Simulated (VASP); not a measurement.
Write the native input for VASP 6.6.1 that does the following.

```yaml
Task: relaxation of cell and atoms
Functional: PBEsol
Potentials_or_basis: VASP PAW PBE potentials, release 64 (Cd, S)
Cutoff: 600 eV
k_mesh: 5 × 5 × 5
Occupations: gaussian, width 0.01 eV
Spin: no spin polarisation
Dipole_correction: no
Further_INCAR_settings: ALGO = Normal; EDIFF = 1e-07; IBRION = 2; EDIFFG = -0.01; NSW = 80; ISIF = 3
```

The structure of CdS lies in POSCAR:

```
CdS
1.0
    0.0000000000      2.7532440000      2.7532440000
    2.7532440000      0.0000000000      2.7532440000
    2.7532440000      2.7532440000      0.0000000000
Cd S
1 1
Direct
    0.0000000000      0.0000000000      0.0000000000
    0.5000000000      0.5000000000      0.5000000000
```

The input as run:

INCAR

```
PREC = Accurate
ENCUT = 600
EDIFF = 1E-7
ISMEAR = 0
SIGMA = 0.01
LREAL = False
LASPH = True
NELM = 80
ALGO = Normal
ISIF = 3
LWAVE = False
LCHARG = False
GGA = PS
IBRION = 2
NSW = 80
EDIFFG = -0.01
```

KPOINTS

```
Automatic mesh
0
Gamma
  5 5 5
```

Potentials or basis: VASP PAW PBE potentials, release 64 (Cd, S).

Command:

```sh
$ cat potpaw_PBE.64/Cd/POTCAR potpaw_PBE.64/S/POTCAR > POTCAR
$ mpirun -np 1 vasp_std > vasp.out
```

It gave:

```
Relaxed volume                         : 19.81 Å³/atom
Relaxed cell                           : a = 3.826 Å, b = 3.826 Å, c = 3.826 Å, α = 60.00°, β = 60.00°, γ = 60.00°
Space group after relaxing (to 0.05 Å) : Fm-3m (No. 225)
Energy gained by relaxing              : 13.6 meV/atom
Ionic steps                            : 3
Pressure after relaxing                : 0.0 GPa
Band gap on the k mesh                 : 0.63 eV, indirect (least direct gap 1.75 eV)
```

Caveat: the PAW data sets were made with another functional, which shifts forces and pressure a little.

Wall time 11 s on 1 thread of Intel Xeon 6975P-C, with other jobs on the host, peak memory 0.18 GiB.
